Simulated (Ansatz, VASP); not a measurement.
Two plane-wave programs on AlSi8O16

```
CELL_PARAMETERS angstrom
-4.95010 -4.95010 0.00000
4.95010 -4.95010 0.00000
0.00000 0.00000 6.87600
ATOMIC_POSITIONS crystal
Si 0.21354 0.50693 0.00853
Si 0.01190 0.17341 0.23682
Si 0.80790 0.51144 0.46537
Si 0.97928 0.77312 0.75406
Si 0.70205 0.01227 0.97794
Si 0.49303 0.72987 0.25650
Si 0.29447 0.99411 0.53141
Si 0.50425 0.32564 0.74941
O 0.31663 0.58403 0.20255
O 0.92247 0.33258 0.37616
O 0.67607 0.44387 0.64722
O 0.04046 0.64761 0.94387
O 0.96584 0.66167 0.54768
O 0.68354 0.60108 0.29083
O 0.11976 0.29109 0.05562
O 0.35693 0.48916 0.82472
O 0.84759 0.02708 0.16861
O 0.43763 0.82322 0.46855
O 0.15253 0.93380 0.71629
O 0.56229 0.20163 0.93894
O 0.41503 0.18340 0.58682
O 0.16991 0.04274 0.34028
O 0.52852 0.87861 0.08241
O 0.76845 0.85695 0.80383
Al 0.97850 0.22322 0.78549
```

Alike in both runs: functional PBE; dispersion D3(BJ); k mesh 2 × 2 × 2; occupations gaussian, width 0.05 eV; collinear spin.

Ansatz relaxed the structure, and its values are those at the end. VASP's run is a single point on that final structure, the one shown.

|  | VASP | Ansatz |
| --- | --- | --- |
| version | VASP 6.6.1 | Ansatz 0.2.0 |
| potentials or method | VASP PAW PBE potentials, release 64 (Si, O, Al), cutoff 520 eV | scalar-relativistic, plane waves, PAW |
| valence electrons in the cell | 131 | 131 |

Ansatz gave:

| Item | Value |
| --- | --- |
| gap on the k mesh at the Fermi level (eV) | 0.81 |
| rms of the force components (eV/Å) | 0.009 |
| net moment per atom (μB) | 0.04 |
| size of the moment on the site where the two differ most (μB) | 0.10 |

Question: What did VASP give for the same quantities?

Answer: gap on the k mesh at the Fermi level (eV): 0.81; rms of the force components (eV/Å): 0.017; net moment per atom (μB): 0.04; size of the moment on the site where the two differ most (μB): 0.12.

Site moments also hang on the region over which each program counts them.

The k mesh is coarse, so the values compare programs but aren't converged.
